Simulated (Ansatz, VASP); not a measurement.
**One calculation of MoN2, two programs**

File INCAR:

```
PREC = Accurate
ENCUT = 520
EDIFF = 1E-6
ISMEAR = 0
SIGMA = 0.15
LREAL = False
LASPH = True
NELM = 100
ALGO = Fast
ISIF = 2
LWAVE = False
LCHARG = False
GGA = PE
NBANDS = 33
```

KPOINTS

```
regular mesh
0
Gamma
  12 12 18
```

POSCAR

```
MoN2
1.0
    4.3330619473      0.0324979646      0.0000000000
    0.0324979646      4.3330619473      0.0000000000
    0.0000000000      0.0000000000      2.7518917152
Mo N
2 4
Direct
    0.5000000000      0.5000000000      0.0000000000
    0.0000000000      0.0000000000      0.0000000000
    0.8879039728      0.3879039728      0.5000000000
    0.1120960272      0.6120960272      0.5000000000
    0.3879039728      0.1120960272      0.5000000000
    0.6120960272      0.8879039728      0.5000000000
```

Input for Ansatz:

```yaml
crystal:
  lattice:
    - [4.3330619473, 0.0324979646, 0.0]
    - [0.0324979646, 4.3330619473, 0.0]
    - [0.0, 0.0, 2.7518917152]
  atoms:
    - { symbol: Mo, position: [0.5, 0.5, 0.0] }
    - { symbol: Mo, position: [0.0, 0.0, 0.0] }
    - { symbol: "N", position: [0.8879039728, 0.3879039728, 0.5] }
    - { symbol: "N", position: [0.1120960272, 0.6120960272, 0.5] }
    - { symbol: "N", position: [0.3879039728, 0.1120960272, 0.5] }
    - { symbol: "N", position: [0.6120960272, 0.8879039728, 0.5] }
basis:
  ecutwfc: 420
kpoints:
  mp_grid: { grid: [12, 12, 18] }
hamiltonian:
  xc: pbe
scf:
  occupations: { method: gaussian, width: 0.15 }
output:
  forces: true
  stress: true
  eigenvalues: true
```

Change from the starting cell: strain +0.0150 x Voigt [0, 0, 0, 0, 0, 1], atoms carried along.

Alike in both runs: task single point; functional PBE; k mesh 12 × 12 × 18; occupations gaussian, width 0.15 eV; no spin polarisation.

|  | VASP | Ansatz |
| --- | --- | --- |
| version | VASP 6.6.1 | Ansatz 0.2.0 |
| potentials or method | VASP PAW PBE potentials, release 64 (Mo_sv, N), cutoff 520 eV | scalar-relativistic, plane waves, PAW |
| valence electrons in the cell | 48 | 48 |

Ansatz gave:

* gap on the k mesh at the Fermi level (eV): none
* pressure (GPa): 0.2
* traceless stress, the component that is largest in VASP (GPa): -4.18
* rms of the force components (eV/Å): 0.065

**Question.** Which values does VASP return?

**Answer.** gap on the k mesh at the Fermi level (eV): none; pressure (GPa): 0.7; traceless stress, the component that is largest in VASP (GPa): -4.21; rms of the force components (eV/Å): 0.079.

Atom by atom the forces differ by 0.039 eV/Å (rms over components). A gap of «none» marks a metal or a gap that the smearing closes. The functional is the same, so the differences come from potentials, cutoffs and numerics.
